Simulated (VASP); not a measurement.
Runs of VASP 6.6.1 on In8O11. The typed cell holds 19 atoms: a = 11.564 Å, b = 5.782 Å, c = 5.782 Å, α = 56.65°, β = 56.65°, γ = 56.65°. 

```csv
level,smearing,grid for exact exchange (PRECFOCK),share of exact exchange,screening parameter,pressure (GPa),largest force (eV/Å)
PBE,fermi-dirac 0.01 eV,-,-,-,10.2,1.96
HSE06,gaussian 0.01 eV,Fast,0.25,0.2079 1/Å,2.5,1.92
PBE,gaussian 0.01 eV,-,-,-,10.2,1.96
HSE06,fermi-dirac 0.01 eV,Fast,0.25,0.2079 1/Å,(a),1.92
```

Alike in all rows: task single point; potentials or basis VASP PAW PBE potentials, release 64 (In_d, O); no spin polarisation; cell as given; k mesh 1 × 1 × 1; cutoff (eV) 520.

Question: Fill in the values left out.

Answer: (a) 2.4.

Caveats: all runs use coarse meshes; forces of over 1 eV/Å act on the atoms, so gaps and moduli don't describe the material at rest (at least some runs); the PAW data sets were made with another functional, which shifts forces and pressure a little (at least some runs).
